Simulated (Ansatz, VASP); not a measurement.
# Two plane-wave programs on WS2

```xyz
12
Lattice="3.1831 0.0000 0.0000 -1.5916 2.7567 0.0000 0.0000 0.0000 35.1806" Properties=species:S:1:pos:R:3 pbc="T T T"
W     0.0000    1.8378   20.8380
W     0.0000    1.8378    7.8593
W     1.5916    0.9189   27.3212
W     1.5916    0.9189   14.3425
S     0.0000    1.8378   28.8885
S     0.0000    1.8378   15.9024
S     1.5916    0.9189   22.3967
S     1.5916    0.9189    9.4193
S     0.0000    1.8378   25.7613
S     0.0000    1.8378   12.7839
S     1.5916    0.9189   19.2781
S     1.5916    0.9189    6.2921
```

Alike in both runs: functional RPBE; k mesh 10 × 10 × 1; occupations fermi-dirac, width 0.05 eV; no spin polarisation.

```csv
,VASP,Ansatz
version,VASP 6.6.1,Ansatz 0.2.0
potentials or method,"VASP PAW PBE potentials, release 64 (W_sv, S)",Ansatz PAW
plane-wave cutoff (eV),520,420
valence electrons in the cell,104,104
task,single point,band structure
```

VASP gave:

```
gap on the k mesh at the Fermi level (eV) : 1.49
least direct gap on the mesh (eV)         : 2.11
rms of the force components (eV/Å)        : 0.147
```

Q: Estimate Ansatz's values.

A: gap on the k mesh at the Fermi level (eV): 1.48; least direct gap on the mesh (eV): 2.11; rms of the force components (eV/Å): 0.151.

VASP's potentials were made for PBE, not for RPBE. Atom by atom the forces differ by 0.004 eV/Å (rms over components).

Spin-orbit coupling is off throughout. Noted on Ansatz's run: the k mesh misses the band edges, so the gap on the mesh is wider than the one along the path.
